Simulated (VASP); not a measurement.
# Al3O in VASP: notebook

Al3O is run at these levels: PBE; tasks: relaxation of the atoms.

Everything below comes from runs of VASP 6.6.1. Logs are shortened: lines on timing, memory, paths and dates and some standing lists are left out, and cuts for length are marked.

## 1. The cell of the first run

The cell holds a slab with vacuum, 4 atoms: a = 2.857 Å, b = 2.857 Å, c = 20.102 Å, α = 90.00°, β = 90.00°, γ = 120.00°.

## 2. Relaxation of the atoms, PBE

Input file INCAR:

```
SYSTEM = Al3O
PREC = Accurate
ENCUT = 520
EDIFF = 1E-6
ISMEAR = 0
SIGMA = 0.1
LREAL = .FALSE.
LASPH = .TRUE.
NELM = 80
ALGO = Normal
ISIF = 2
LWAVE = .FALSE.
LCHARG = .FALSE.
LDIPOL = .TRUE.
IDIPOL = 3
DIPOL = 0.5 0.5 0.355
GGA = PE
IBRION = 2
NSW = 36
EDIFFG = -0.025
```

Input file KPOINTS:

```
Automatic mesh
0
G
  9 9 1
  0 0 0
```

Input file POSCAR:

```
Al3O
1.0
    2.8571514048      0.0000000000      0.0000000000
   -1.4285757024      2.4743656990      0.0000000000
    0.0000000000      0.0000000000     20.1016425027
Al O
3 1
Selective dynamics
Direct
    0.6666666667      0.3333333333      0.1989887145  F F F
    0.3333333333      0.6666666667      0.3134533097  F F F
    0.0000000000      0.0000000000      0.4279074459  F F F
    0.1666666667      0.6666666667      0.4807350646  F F T
```

Potentials or basis: VASP PAW PBE potentials, release 64 (Al, O).

Command:

```sh
$ cat potpaw_PBE.64/Al/POTCAR potpaw_PBE.64/O/POTCAR > POTCAR
$ mpirun -np 1 vasp_std > vasp.out
```

OUTCAR:

```text
SYSTEM = Al3O
   PREC = Accurate
   ENCUT = 520
   EDIFF = 1E-6
   ISMEAR = 0
   LREAL = .FALSE.
   LASPH = .TRUE.
   NELM = 80
   ISIF = 2
   GGA = PE
   IBRION = 2
   NSW = 36
   EDIFFG = -0.025

 ion  position               nearest neighbor table
   1  0.667  0.333  0.199-   2 2.83   2 2.83   2 2.83
   2  0.333  0.667  0.313-   3 2.83   3 2.83   3 2.83   1 2.83   1 2.83   1 2.83
   3  0.000  0.000  0.428-   4 1.65   4 2.02   4 2.33   2 2.83   2 2.83   2 2.83
   4  0.167  0.667  0.481-   3 1.65   3 2.02   3 2.33

  LATTYP: Found a hexagonal cell.
 ALAT       =     2.8571514048
 C/A-ratio  =     7.0355538278

  Lattice vectors:

 A1 = (   2.8571514048,   0.0000000000,   0.0000000000)
 A2 = (  -1.4285757024,   2.4743656990,   0.0000000000)
 A3 = (   0.0000000000,   0.0000000000,  20.1016425027)

Analysis of symmetry for initial positions (statically):
=====================================================================
 Subroutine PRICEL returns:
 Original cell was already a primitive cell.

 Routine SETGRP: Setting up the symmetry group for a
 hexagonal supercell.

 Subroutine GETGRP returns: Found  1 space group operations
 (whereof  1 operations were pure point group operations)
 out of a pool of 24 trial point group operations.

The static configuration has the point symmetry C_1 .

Analysis of symmetry for dynamics (positions and initial velocities):
=====================================================================
 Subroutine PRICEL returns:
 Original cell was already a primitive cell.

 Routine SETGRP: Setting up the symmetry group for a
 hexagonal supercell.

 Subroutine GETGRP returns: Found  1 space group operations
 (whereof  1 operations were pure point group operations)
 out of a pool of 24 trial point group operations.

The dynamic configuration has the point symmetry C_1 .

Analysis of constrained symmetry for selective dynamics:
=====================================================================
 Subroutine PRICEL returns:
 Original cell was already a primitive cell.

 Routine SETGRP: Setting up the symmetry group for a
 hexagonal supercell.

 Subroutine GETGRP returns: Found  1 space group operations
 (whereof  1 operations were pure point group operations)
 out of a pool of 24 trial point group operations.

The constrained configuration has the point symmetry C_1 .

 Subroutine INISYM returns: Found  1 space group operations
 (whereof  1 operations are pure point group operations),
 and found     1 'primitive' translations

----------------------------------------------------------------------------------------

                                     Primitive cell

  volume of cell :     142.1113

  direct lattice vectors                    reciprocal lattice vectors
     2.857151405  0.000000000  0.000000000     0.349998953  0.202071990  0.000000000
    -1.428575702  2.474365699  0.000000000     0.000000000  0.404143979  0.000000000
     0.000000000  0.000000000 20.101642503     0.000000000  0.000000000  0.049747179

  length of vectors
     2.857151405  2.857151405 20.101642503     0.404143979  0.404143979  0.049747179

  position of ions in fractional coordinates (direct lattice)
     0.666666667  0.333333333  0.198988714
     0.333333333  0.666666667  0.313453310
     0.000000000  0.000000000  0.427907446
     0.166666667  0.666666667  0.480735065

  ion indices of the primitive-cell ions
   primitive index   ion index
                 1           1
                 2           2
                 3           3
                 4           4

----------------------------------------------------------------------------------------

 KPOINTS: Automatic mesh

Automatic generation of k-mesh.
 Grid dimensions read from file:
 generate k-points for:    9    9    1

 Generating k-lattice:

  Cartesian coordinates                     Fractional coordinates (reciprocal lattice)
     0.038888773  0.022452443  0.000000000     0.111111111 -0.000000000  0.000000000
     0.000000000  0.044904887  0.000000000     0.000000000  0.111111111  0.000000000
     0.000000000  0.000000000  0.049747179     0.000000000  0.000000000  1.000000000

  Length of vectors
     0.044904887  0.044904887  0.049747179

  Shift w.r.t. Gamma in fractional coordinates (k-lattice)
     0.000000000  0.000000000  0.000000000

 Subroutine IBZKPT returns following result:
 ===========================================

 Found     41 irreducible k-points:

 Following reciprocal coordinates:
            Coordinates               Weight
  0.000000  0.000000  0.000000      1.000000
  0.111111 -0.000000  0.000000      2.000000
  0.000000  0.111111  0.000000      2.000000
 -0.111111  0.111111  0.000000      2.000000
  0.222222  0.000000  0.000000      2.000000
  0.000000  0.222222  0.000000      2.000000
[... 16 lines left out ...]
  0.333333  0.111111  0.000000      2.000000
 -0.111111  0.444444  0.000000      2.000000
 [... further k-points ...]
   k-points           NKPTS =     41   k-points in BZ     NKDIM =     41   number of bands    NBANDS=     11
   number of dos      NEDOS =    301   number of ions     NIONS =      4
   total plane-waves  NPLWV =  86400
   dimension x,y,z NGX =    24 NGY =   24 NGZ =  150
   dimension x,y,z NGXF=    48 NGYF=   48 NGZF=  300
   ions per type =               3   1
   NGX,Y,Z   is equivalent  to a cutoff of  13.96, 13.96, 12.41 a.u.
   NGXF,Y,Z  is equivalent  to a cutoff of  27.93, 27.93, 24.81 a.u.
 SYSTEM =  Al3O
   PREC   = accura    normal or accurate (medium, high low for compatibility)
   ISTART =      0    job   : 0-new  1-cont  2-samecut
   ICHARG =      2    charge: 1-file 2-atom 10-const
   ISPIN  =      1    spin polarized calculation?
   LNONCOLLINEAR =      F non collinear calculations
   LSORBIT =      F    spin-orbit coupling
   LASPH  =      T    aspherical Exc in radial PAW
   ENCUT  =  520.0 eV  38.22 Ry    6.18 a.u.   5.31  5.31 37.38*2*pi/ulx,y,z
   NELM   =     80;   NELMIN=  2; NELMDL= -5     # of ELM steps
   EDIFF  = 0.1E-05   stopping-criterion for ELM
   LREAL  =      F    real-space projection
   EDIFFG = -.3E-01   stopping-criterion for IOM
   NSW    =     36    number of steps for IOM
   IBRION =      2    ionic relax: 0-MD 1-quasi-New 2-CG
   NFREE  =      1    steps in history (QN), initial steepest desc. (CG)
   ISIF   =      2    stress and relaxation
   ISYM   =      2    0-nonsym 1-usesym 2-fastsym
   POTIM  = 0.5000    time-step for ionic-motion
   TEBEG  =    0.0;   TEEND  =   0.0 temperature during run
   PSTRESS=    0.0 pullay stress
   NELECT =      15.0000    total number of electrons
   NUPDOWN=      -1.0000    fix difference up-down
   EMIN   =  10.00;   EMAX   =-10.00  energy-range for DOS
   EFERMI =   0.00;   METHOD = LEGACY
   ISMEAR =     0;   SIGMA  =   0.10  broadening in eV -4-tet -1-fermi 0-gaus
   EFERMI_NEDOS =   21; number of points for ismear=-14 and -15
   IALGO  =     38    algorithm
   IMIX   =      4    mixing-type and parameters
     AMIX     =   0.40;   BMIX     =  1.00
     AMIX_MAG =   1.60;   BMIX_MAG =  1.00
  volume/ion in A,a.u.               =      35.53       239.75
  Fermi-wavevector in a.u.,A,eV,Ry     =   0.773682  1.462047  8.144222  0.598583
  Thomas-Fermi vector in A             =   1.875578
   LORBIT       =      0    0 simple, 1 ext, 2 COOP (PROOUT), +10 PAW based schemes
   GGA     = PE    functional components
   LHFCALC =     F    Hartree Fock is set to
   AEXX    =    0.0000 exact exchange contribution
   IVDW    =     0    specifies the selected vdW correction
   LEPSILON=     F    determine dielectric tensor
   LRPA    =     F    only Hartree local field effects (RPA)
 conjugate gradient relaxation of ions
 non-spin polarized calculation
 Gauss-broadening in eV      SIGMA  =   0.10
  energy-cutoff  :      520.00
  volume of cell :      142.11
 maximum number of plane-waves:      3849
 NGX is ok and might be reduce to    24
   NGX = 11   NGY = 11   NGZ = 75

 dipolmoment           0.000000      0.000000     -0.016625 electrons x Angstroem

--------------------------------------- Ionic step        1  -------------------------------------------

 number of electron      14.9999999 magnetization

 Free energy of the ion-electron system (eV)
  ---------------------------------------------------
  ext. energy  EPLUGINS =         0.00000000
  ---------------------------------------------------
  free energy    TOTEN  =       -18.59804896 eV

  energy without entropy =      -18.58939813  energy(sigma->0) =      -18.59372355

------------------------ aborting loop because EDIFF is reached ----------------------------------------

  FORCE on cell =-STRESS in cart. coord.  units (eV):
  Direction    XX          YY          ZZ          XY          YZ          ZX
  --------------------------------------------------------------------------------------
  -------------------------------------------------------------------------------------
  Total        1.7249632      0.6467905     -1.0284160     -1.1679310     -2.6341101      3.0064980
  in kB       19.4474080      7.2919806    -11.5944654    -13.1673710    -29.6972216     33.8955604
  external PRESSURE =       5.0483077 kB  Pullay stress =       0.0000000 kB
[... 63 lines left out ...]
--------------------------------------- Ionic step        3  -------------------------------------------

 number of electron      14.9999996 magnetization

 dipolmoment           0.000000      0.000000      0.134069 electrons x Angstroem

 Free energy of the ion-electron system (eV)
  ---------------------------------------------------
  ext. energy  EPLUGINS =         0.00000000
  ---------------------------------------------------
  free energy    TOTEN  =       -18.67469634 eV

  energy without entropy =      -18.66632782  energy(sigma->0) =      -18.67051208

 E-fermi :  -0.6950     XC(G=0):  -4.7224

 val. band max:       -0.7172550454   @ k =   0.3333   0.0000   0.0000
 cond. band min:      -0.6886796190   @ k =   0.3333   0.3333   0.0000
 fundamental gap:      0.0285754264
 Fermi energy:        -0.6950166097

 k-point     1 :       0.0000    0.0000    0.0000
  band No.  band energies     occupation
      1     -19.9319      2.00000
      2     -11.1560      2.00000
      3      -9.0055      2.00000
      4      -6.0654      2.00000
      5      -3.6124      2.00000
      6      -3.3377      2.00000
      7      -2.3579      2.00000
      8      -0.1817      0.00000
      9       2.6302      0.00000
     10       4.0498      0.00000
     11       5.5406      0.00000
[... 309 lines left out ...]
 k-point    24 :      -0.1111    0.4444    0.0000
  band No.  band energies     occupation
      1     -18.9875      2.00000
      2      -7.6045      2.00000
      3      -6.6895      2.00000
      4      -5.3066      2.00000
      5      -3.8025      2.00000
      6      -3.6720      2.00000
      7      -2.0494      2.00000
      8      -0.9414      1.99951
      9       0.1909      0.00000
     10       2.6220      0.00000
     11       3.0591      0.00000

 [... further k-points ...]

------------------------ aborting loop because EDIFF is reached ----------------------------------------

 vacuum level on the upper side and lower side of the slab       (xc-potential included)         1.658        -1.684

  FORCE on cell =-STRESS in cart. coord.  units (eV):
  Direction    XX          YY          ZZ          XY          YZ          ZX
  --------------------------------------------------------------------------------------
  -------------------------------------------------------------------------------------
  Total        2.7292611      1.4518584      0.8555125     -2.2150360     -3.4064689      3.9631986
  in kB       30.7699629     16.3683970      9.6451339    -24.9725378    -38.4048718     44.6814985
  external PRESSURE =      18.9278313 kB  Pullay stress =       0.0000000 kB
[... 19 lines left out ...]
  FREE ENERGIE OF THE ION-ELECTRON SYSTEM (eV)
  ---------------------------------------------------
  free  energy   TOTEN  =       -18.6746963418 eV

  energy  without entropy=      -18.6663278196  energy(sigma->0) =      -18.67051208

 reached required accuracy - stopping structural energy minimisation

 vacuum level on the upper side and lower side of the slab         6.726         3.295
```

Wall time 3 min (1 thread of Intel Xeon Platinum 8375C at 2.90GHz (Ice Lake), shared host); peak memory 0.31 GiB.

Results:

| Quantity | Value |
| --- | --- |
| Free energy | -18.6747 eV |
| Energy gained by relaxing | 19.2 meV/atom |
| Ionic steps | 3 |
| Band gap on the k mesh | zero (an odd number of electrons rules out a gap without spin polarisation) |

The path:
```tsv
step	energy change (eV)	largest force on free atoms (eV/Å)	pressure (GPa)
1	0.0000	1.7216	0.50
2	-0.0765	0.0778	1.83
3	-0.0766	0.0007	1.89
```

Final structure:
```
Al O
1.0
     2.85715    0.00000    0.00000
    -1.42858    2.47437    0.00000
     0.00000    0.00000   20.10164
Al O
3 1
Direct
  0.66667 0.33333 0.19899
  0.33333 0.66667 0.31345
  0.00000 0.00000 0.42791
  0.16667 0.66667 0.47642
```

Caveat: an odd number of electrons without spin polarisation forces a metal; a magnetic or distorted state may lie lower.

## 3. Relaxation of the atoms, PBE

Input file INCAR:

```
  ALGO = Normal
  DIPOL = 0.5 0.5 0.360
  EDIFF = 1E-6
  EDIFFG = -0.025
  ENCUT = 520
  GGA = PE
  IBRION = 2
  IDIPOL = 3
  ISIF = 2
  ISMEAR = 0
  LASPH = True
  LCHARG = False
  LDIPOL = True
  LREAL = False
  LWAVE = False
  NELM = 100
  NSW = 36
  PREC = Accurate
  SIGMA = 0.1
```

Input file KPOINTS:

```
k-points
0
Gamma
  9 9 1
```

POSCAR, as its differences from that of step 2:

```diff
@@ -12,2 +12,2 @@
     0.0000000000      0.0000000000      0.4279074459  F F F
-    0.1666666667      0.6666666667      0.4807350646  F F T
+    0.0000000000      0.3333333333      0.4987373088  F F T
```

Potentials or basis: VASP PAW PBE potentials, release 64 (Al, O).

Command:

```sh
$ cat potpaw_PBE.64/Al/POTCAR potpaw_PBE.64/O/POTCAR > POTCAR
$ mpirun -np 1 vasp_std > vasp.out
```

OUTCAR:

```text
EDIFF = 1E-6
   EDIFFG = -0.025
   ENCUT = 520
   GGA = PE
   IBRION = 2
   ISIF = 2
   ISMEAR = 0
   LASPH = True
   LREAL = False
   NELM = 100
   NSW = 36
   PREC = Accurate

 ion  position               nearest neighbor table
   1  0.667  0.333  0.199-   2 2.83   2 2.83   2 2.83
   2  0.333  0.667  0.313-   3 2.83   3 2.83   3 2.83   1 2.83   1 2.83   1 2.83
   3  0.000  0.000  0.428-   4 1.71   4 2.38   2 2.83   2 2.83   2 2.83
   4  0.000  0.333  0.499-   3 1.71   3 2.38

  LATTYP: Found a hexagonal cell.
 ALAT       =     2.8571514048
 C/A-ratio  =     7.0355538278

  Lattice vectors:

 A1 = (   2.8571514048,   0.0000000000,   0.0000000000)
 A2 = (  -1.4285757024,   2.4743656990,   0.0000000000)
 A3 = (   0.0000000000,   0.0000000000,  20.1016425027)

Analysis of symmetry for initial positions (statically):
=====================================================================
 Subroutine PRICEL returns:
 Original cell was already a primitive cell.

 Routine SETGRP: Setting up the symmetry group for a
 hexagonal supercell.

 Subroutine GETGRP returns: Found  1 space group operations
 (whereof  1 operations were pure point group operations)
 out of a pool of 24 trial point group operations.

The static configuration has the point symmetry C_1 .

Analysis of symmetry for dynamics (positions and initial velocities):
=====================================================================
[... 263 lines left out ...]
  ---------------------------------------------------
  free energy    TOTEN  =       -17.05014780 eV

  energy without entropy =      -17.03983411  energy(sigma->0) =      -17.04499096

 E-fermi :  -1.3944     XC(G=0):  -4.8366

 val. band max:       -1.4047530804   @ k =   0.0000   0.3333   0.0000
 cond. band min:      -1.2891768854   @ k =   0.3333   0.2222   0.0000
 fundamental gap:      0.1155761951
 Fermi energy:        -1.3943914862

 k-point     1 :       0.0000    0.0000    0.0000
  band No.  band energies     occupation
      1     -18.8751      2.00000
      2     -11.8777      2.00000
      3      -9.7370      2.00000
      4      -6.6748      2.00000
      5      -3.9042      2.00000
      6      -1.9791      2.00000
      7      -1.2365      0.02552
      8      -1.0184      0.00000
      9       1.7123      0.00000
     10       3.3058      0.00000
     11       5.1418      0.00000
[... 309 lines left out ...]
 k-point    24 :      -0.1111    0.4444    0.0000
  band No.  band energies     occupation
      1     -18.0149      2.00000
      2      -8.1348      2.00000
      3      -6.3853      2.00000
      4      -4.9441      2.00000
      5      -3.7929      2.00000
      6      -2.9331      2.00000
      7      -2.3415      2.00000
      8      -1.7057      1.99999
      9      -0.5489      0.00000
     10       1.6177      0.00000
     11       2.1193      0.00000

 [... further k-points ...]

------------------------ aborting loop because EDIFF is reached ----------------------------------------

 vacuum level on the upper side and lower side of the slab       (xc-potential included)         2.551        -2.572

  FORCE on cell =-STRESS in cart. coord.  units (eV):
  Direction    XX          YY          ZZ          XY          YZ          ZX
  --------------------------------------------------------------------------------------
  -------------------------------------------------------------------------------------
  Total        1.4019065      2.1887647      0.4550611     -0.3306743      4.6262258     -2.9393542
  in kB       15.8052344     24.6763534      5.1304049     -3.7280553     52.1565342    -33.1385736
  external PRESSURE =      15.2039975 kB  Pullay stress =       0.0000000 kB
[... 19 lines left out ...]
  FREE ENERGIE OF THE ION-ELECTRON SYSTEM (eV)
  ---------------------------------------------------
  free  energy   TOTEN  =       -17.0501477996 eV

  energy  without entropy=      -17.0398341129  energy(sigma->0) =      -17.04499096

 reached required accuracy - stopping structural energy minimisation

 vacuum level on the upper side and lower side of the slab         7.826         2.564
```

OSZICAR:

```text
N       E                     dE             d eps       ncg     rms          rms(c)
DAV:   1     0.854051381949E+02    0.85405E+02   -0.53508E+03   902   0.991E+02
[... 51 lines left out ...]
DAV:   2    -0.170874299862E+02   -0.36661E-01   -0.11064E-01  1259   0.252E+00    0.145E+00
DAV:   3    -0.170502441589E+02    0.37186E-01   -0.80008E-02  1345   0.208E+00    0.148E-01
DAV:   4    -0.170501584985E+02    0.85660E-04   -0.31213E-03  1071   0.499E-01    0.434E-02
DAV:   5    -0.170501563453E+02    0.21532E-05   -0.39133E-04  1109   0.170E-01    0.363E-02
DAV:   6    -0.170501448477E+02    0.11498E-04   -0.56969E-05  1227   0.727E-02    0.848E-03
DAV:   7    -0.170501475334E+02   -0.26857E-05   -0.74278E-06  1036   0.240E-02    0.430E-03
DAV:   8    -0.170501477996E+02   -0.26615E-06   -0.61268E-07   550   0.766E-03
   3 F= -.17050148E+02 E0= -.17044991E+02  d E =-.197850E+00
```

CONTCAR:

```text
Al3O
   1.00000000000000
     2.8571514048000002    0.0000000000000000    0.0000000000000000
    -1.4285757024000001    2.4743656989999998    0.0000000000000000
     0.0000000000000000    0.0000000000000000   20.1016425026999990
  Al              O
     3     1
Selective dynamics
Direct
     0.6666666667000030    0.3333333332999970    0.1989887144999969   F   F   F
     0.3333333332999970    0.6666666667000030    0.3134533097000016   F   F   F
     0.0000000000000000    0.0000000000000000    0.4279074458999972   F   F   F
     0.0000000000000000    0.3333333332999970    0.4918750918464362   F   F   T

  0.00000000E+00  0.00000000E+00  0.00000000E+00
  0.00000000E+00  0.00000000E+00  0.00000000E+00
  0.00000000E+00  0.00000000E+00  0.00000000E+00
  0.00000000E+00  0.00000000E+00  0.00000000E+00
```

Run time: 2.9 min. Hardware: 1 thread of Intel Xeon Platinum 8375C at 2.90GHz (Ice Lake), shared host; peak memory 0.3 GiB.

Results:

* Free energy: -17.0501 eV
* Energy gained by relaxing: 49.5 meV/atom
* Ionic steps: 3
* Band gap on the k mesh: zero (an odd number of electrons rules out a gap without spin polarisation)

Step by step:
```csv
step,energy change (eV),largest force on free atoms (eV/Å),pressure (GPa)
1,0.0000,2.6118,-0.73
2,-0.1961,0.2871,1.28
3,-0.1978,0.0020,1.52
```

Final structure:
```
Al O
1.0
     2.85715    0.00000    0.00000
    -1.42858    2.47437    0.00000
     0.00000    0.00000   20.10164
Al O
3 1
Direct
  0.66667 0.33333 0.19899
  0.33333 0.66667 0.31345
  0.00000 0.00000 0.42791
  0.00000 0.33333 0.49188
```

Caveat: an odd number of electrons without spin polarisation forces a metal; a magnetic or distorted state may lie lower.

The gap in the log of VASP goes by the Fermi energy; the results here count the filled bands.